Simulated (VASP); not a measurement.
# Li2S (Fm-3m) in VASP: settings compared, part 2 of 2

VASP 6.6.1. The steps go on from the part before.

## 5. Single point, r2SCAN

Input file POSCAR:

```
Li2S
1.0
    0.0000000000      2.8452943747      2.8452943747
    2.8452943747      0.0000000000      2.8452943747
    2.8452943747      2.8452943747      0.0000000000
Li S
2 1
Direct
    0.2500000000      0.2500000000      0.2500000000
    0.7500000000      0.7500000000      0.7500000000
    0.0000000000      0.0000000000      0.0000000000
```

Input file INCAR.step1:

```
SYSTEM = Li2S
PREC = Accurate
ENCUT = 830
ISMEAR = 0
SIGMA = 0.01
LREAL = .False.
LASPH = .True.
NELM = 120
NBANDS = 13
GGA = PE
ALGO = Normal
EDIFF = 1E-5
LWAVE = .True.
LCHARG = .False.
GGA_COMPAT = .False.
```

Input file INCAR.step2:

```
SYSTEM = Li2S
PREC = Accurate
ENCUT = 830
EDIFF = 1E-6
ISMEAR = 0
SIGMA = 0.01
LREAL = .False.
LASPH = .True.
NELM = 120
ALGO = Normal
ISIF = 2
LWAVE = .False.
LCHARG = .True.
METAGGA = R2SCAN
LMIXTAU = .True.
LELF = .True.
LVHAR = .True.
NBANDS = 13
ISTART = 1
GGA_COMPAT = .False.
```

Input file KPOINTS:

```
regular mesh
0
Gamma
  8 8 8
  0 0 0
```

Potentials or basis: VASP PAW PBE potentials, release 64 (Li_sv, S).

On the command line:

```bash
$ cat potpaw_PBE.64/Li_sv/POTCAR potpaw_PBE.64/S/POTCAR > POTCAR
$ cp INCAR.step1 INCAR
$ mpirun -np 1 vasp_std > vasp.out
$ cp INCAR.step2 INCAR
$ mpirun -np 1 vasp_std > vasp.out
```

OUTCAR:

```text
SYSTEM = Li2S
   PREC = Accurate
   ENCUT = 830
   EDIFF = 1E-6
   ISMEAR = 0
   LREAL = .False.
   LASPH = .True.
   NELM = 120
   ISIF = 2
   METAGGA = R2SCAN
   ISTART = 1

 ion  position               nearest neighbor table
   1  0.250  0.250  0.250-   3 2.46   3 2.46   3 2.46   3 2.46
   2  0.750  0.750  0.750-   3 2.46   3 2.46   3 2.46   3 2.46
   3  0.000  0.000  0.000-   2 2.46   2 2.46   2 2.46   1 2.46   2 2.46   1 2.46   1 2.46   1 2.46

  LATTYP: Found a face centered cubic cell.
 ALAT       =     5.6905887494

  Lattice vectors:

 A1 = (   0.0000000000,   2.8452943747,   2.8452943747)
 A2 = (   2.8452943747,   0.0000000000,   2.8452943747)
 A3 = (   2.8452943747,   2.8452943747,   0.0000000000)

Analysis of symmetry for initial positions (statically):
=====================================================================
 Subroutine PRICEL returns:
 Original cell was already a primitive cell.

 Routine SETGRP: Setting up the symmetry group for a
 face centered cubic supercell.

 Subroutine GETGRP returns: Found 48 space group operations
 (whereof 48 operations were pure point group operations)
 out of a pool of 48 trial point group operations.
[... 174 lines left out ...]
  band No.  band energies     occupation
      1     -44.3902      2.00000
      2     -44.3486      2.00000
      3     -10.2746      2.00000
      4       1.2124      2.00000
      5       1.2124      2.00000
      6       1.2124      2.00000
      7       6.2632      0.00000
      8       8.1206      0.00000
      9       8.1206      0.00000
     10       8.1206      0.00000
     11      12.9769      0.00000
     12      12.9769      0.00000
     13      14.6535      0.00000
[... 354 lines left out ...]
  band No.  band energies     occupation
      1     -44.3684      2.00000
      2     -44.3684      2.00000
      3      -9.7641      2.00000
      4      -1.3745      2.00000
      5      -0.0275      2.00000
      6       0.3048      2.00000
      7       7.6115      0.00000
      8       8.6409      0.00000
      9      10.3532      0.00000
     10      11.0153      0.00000
     11      12.4566      0.00000
     12      13.8716      0.00000
     13      15.4939      0.00000

 [... further k-points ...]
[... 5 lines left out ...]
  --------------------------------------------------------------------------------------
  -------------------------------------------------------------------------------------
  Total       -0.0585147     -0.0585147     -0.0585147      0.0000000     -0.0000000      0.0000000
  in kB       -2.0349978     -2.0349978     -2.0349978      0.0000000     -0.0000000      0.0000000
  external PRESSURE =      -2.0349978 kB  Pullay stress =       0.0000000 kB

 VOLUME and BASIS-vectors are now :
 -----------------------------------------------------------------------------
  energy-cutoff  :      830.00
  volume of cell :       46.07
      direct lattice vectors                 reciprocal lattice vectors
     0.000000000  2.845294375  2.845294375    -0.175728742  0.175728742  0.175728742
     2.845294375  0.000000000  2.845294375     0.175728742 -0.175728742  0.175728742
     2.845294375  2.845294375  0.000000000     0.175728742  0.175728742 -0.175728742

 POSITION                                       TOTAL-FORCE (eV/Angst)
 -----------------------------------------------------------------------------------
      1.42265      1.42265      1.42265         0.000000      0.000000     -0.000000
      4.26794      4.26794      4.26794        -0.000000     -0.000000      0.000000
      0.00000      0.00000      0.00000        -0.000000     -0.000000     -0.000000
 -----------------------------------------------------------------------------------
    total drift:                                0.000000     -0.000000      0.000000

  FREE ENERGIE OF THE ION-ELECTRON SYSTEM (eV)
  ---------------------------------------------------
  free  energy   TOTEN  =       -17.3840399933 eV

  energy  without entropy=      -17.3840399933  energy(sigma->0) =      -17.38403999
```

OSZICAR.step1:

```text
N       E                     dE             d eps       ncg     rms          rms(c)
DAV:   1     0.575112787712E+02    0.57511E+02   -0.67684E+03   754   0.124E+03
DAV:   2    -0.435766593120E+01   -0.61869E+02   -0.57957E+02   943   0.238E+02
DAV:   3    -0.120664808698E+02   -0.77088E+01   -0.76549E+01  1389   0.535E+01
DAV:   4    -0.122916803290E+02   -0.22520E+00   -0.22506E+00  1041   0.116E+01
DAV:   5    -0.122968782120E+02   -0.51979E-02   -0.51977E-02  1169   0.137E+00    0.388E+00
DAV:   6    -0.119994979973E+02    0.29738E+00   -0.50523E-01   913   0.284E+00    0.291E+00
DAV:   7    -0.119840223071E+02    0.15476E-01   -0.13580E-01  1042   0.167E+00    0.180E+00
DAV:   8    -0.119951562066E+02   -0.11134E-01   -0.28938E-02   969   0.949E-01    0.774E-01
DAV:   9    -0.119946453351E+02    0.51087E-03   -0.91568E-04  1050   0.183E-01    0.489E-01
DAV:  10    -0.119948333390E+02   -0.18800E-03   -0.15870E-03   849   0.195E-01    0.289E-01
DAV:  11    -0.119947957879E+02    0.37551E-04   -0.10419E-04  1087   0.651E-02    0.106E-01
DAV:  12    -0.119947966905E+02   -0.90257E-06   -0.24787E-06   577   0.126E-02
   1 F= -.11994797E+02 E0= -.11994797E+02  d E =-.119270E-11
```

It took 2.2 min on 1 thread of Intel Xeon Platinum 8488C (Sapphire Rapids), shared host; peak memory 0.25 GiB.

What came out:

* Free energy: -17.3840 eV
* Pressure: -0.2 GPa
* Band gap on the k mesh: 3.86 eV (least direct gap 5.05 eV)

Caveat: the PAW data sets were made with another functional, which shifts forces and pressure a little. r2SCAN opens gaps a little over a GGA but as a rule still falls short of measured ones.

## 6. Single point, HSE06 (strain -5.8%)

Input file POSCAR:

```
Li2S
1.0
    0.0000000000      2.6816899481      2.6816899481
    2.6816899481      0.0000000000      2.6816899481
    2.6816899481      2.6816899481      0.0000000000
Li S
2 1
Direct
    0.2500000000      0.2500000000      0.2500000000
    0.7500000000      0.7500000000      0.7500000000
    0.0000000000      0.0000000000      0.0000000000
```

Input file INCAR.step1:

```
  PREC = Accurate
  ENCUT = 650
  EDIFF = 1E-5
  ISMEAR = 0
  SIGMA = 0.01
  LREAL = False
  LASPH = True
  NELM = 120
  ALGO = Normal
  ISIF = 2
  LWAVE = True
  LCHARG = False
  GGA = PE
  NBANDS = 13
  GGA_COMPAT = False
```

Input file INCAR.step2:

```
  PREC = Accurate
  ENCUT = 650
  EDIFF = 1E-6
  ISMEAR = 0
  SIGMA = 0.01
  LREAL = False
  LASPH = True
  NELM = 120
  ALGO = Normal
  ISIF = 2
  LWAVE = False
  LCHARG = False
  GGA = PE
  LHFCALC = True
  HFSCREEN = 0.2079
  PRECFOCK = Normal
  ISTART = 1
  NBANDS = 13
  GGA_COMPAT = False
```

Input file KPOINTS:

```
regular mesh
0
Gamma
  6 6 6
```

Potentials or basis: VASP PAW PBE potentials, release 64 (Li_sv, S).

On the command line:

```bash
$ cat potpaw_PBE.64/Li_sv/POTCAR potpaw_PBE.64/S/POTCAR > POTCAR
$ cp INCAR.step1 INCAR
$ mpirun -np 1 vasp_std > vasp.out
$ cp INCAR.step2 INCAR
$ mpirun -np 1 vasp_std > vasp.out
```

Run time: 7.9 min. Hardware: 1 thread of Intel Xeon Platinum 8488C (Sapphire Rapids), shared host; peak memory 0.29 GiB.

Results (log left out):

```
Free energy            : -13.3241 eV
Pressure               : 9.8 GPa
Band gap on the k mesh : 4.16 eV (least direct gap 6.14 eV)
```

Levels at points of the mesh, in eV from the valence-band top:
```
           k point  band 2  band 3  band 4  band 5  band 6  band 7  band 8  band 9  band 10  band 11
(0.00, 0.00, 0.00)  -46.79  -12.77    0.00    0.00    0.00    6.39    7.44    7.44     7.44    13.03
(0.50, 0.00, 0.00)  -46.84  -12.10   -3.86   -0.71   -0.71    7.78    7.78    8.22    10.60    15.28
(0.50, 0.50, 0.00)  -46.82  -11.91   -2.85   -1.98   -1.98    4.16    8.78   14.00    14.00    14.84
```

Caveat: the cell differs from its parent crystal (strain -5.8%); the cell stands under pressure; the PAW data sets were made with another functional, which shifts forces and pressure a little.

## 7. The runs side by side

| level | cell | k mesh | cutoff (eV) | smearing | grid for exact exchange (PRECFOCK) | share of exact exchange | screening parameter | gap on the mesh (eV) | pressure (GPa) |
| --- | --- | --- | --- | --- | --- | --- | --- | --- | --- |
| PBE | a = 4.024 Å, angles 60.0°, 3 atoms | 8 × 8 × 8 | 750 | fermi-dirac 0.02 eV | - | - | - | 3.39 | 0.2 |
| r2SCAN | a = 3.792 Å, angles 60.0°, 3 atoms | 8 × 8 × 8 | 830 | gaussian 0.01 eV | - | - | - | 3.70 | 10.0 |
| r2SCAN | a = 3.797 Å, angles 60.0°, 3 atoms | 8 × 8 × 8 | 830 | gaussian 0.01 eV | - | - | - | 3.70 | 9.7 |
| r2SCAN | a = 4.024 Å, angles 60.0°, 3 atoms | 8 × 8 × 8 | 830 | gaussian 0.01 eV | - | - | - | 3.86 | -0.2 |
| HSE06 | a = 3.792 Å, angles 60.0°, 3 atoms | 6 × 6 × 6 | 650 | gaussian 0.01 eV | Normal | 0.25 | 0.2079 1/Å | 4.16 | 9.8 |

Alike in all rows: task single point; potentials or basis VASP PAW PBE potentials, release 64 (Li_sv, S); no spin polarisation.

Caveats: the PAW data sets were made with another functional, which shifts forces and pressure a little (at least some runs); the cell stands under pressure (at least some runs).

Absolute energies hang on the potentials; compare differences alone.
